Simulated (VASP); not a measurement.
Sn, 1 atom in the cell. It takes space group I4/mmm (No. 139, tetragonal). Conventional cell: a = 3.490 Å, b = 3.490 Å, c = 4.222 Å, α = 90.00°, β = 90.00°, γ = 90.00°. Sn (site symmetry 4/mmm) has 14 Sn at 3.25 to 4.22 Å within 4.3 Å. 

- Program: VASP 6.6.1
- Task: single point
- Functional: LDA
- Potentials or basis: VASP PAW LDA potentials, release 64 (Sn_d)
- Cutoff: 520 eV
- k mesh: 16 × 16 × 16
- Occupations: gaussian, width 0.1 eV
- Spin: no spin polarisation
- Dipole correction: no
- Further INCAR settings: ALGO = Fast; EDIFF = 1e-06; NBANDS = 13

Potentials or basis: VASP PAW LDA potentials, release 64 (Sn_d).

The run is started by

```bash
$ cat potpaw_LDA.64/Sn_d/POTCAR > POTCAR
$ mpirun -np 1 vasp_std > vasp.out
```

Hardware: 1 thread of Intel Xeon 8259CL (shared host).

Task: Estimate the wall time of this run.

Result: Wall time 2.9 min on 1 thread of Intel Xeon 8259CL (shared host), peak memory 0.29 GiB. Counts: scf iterations 12, k points 621.
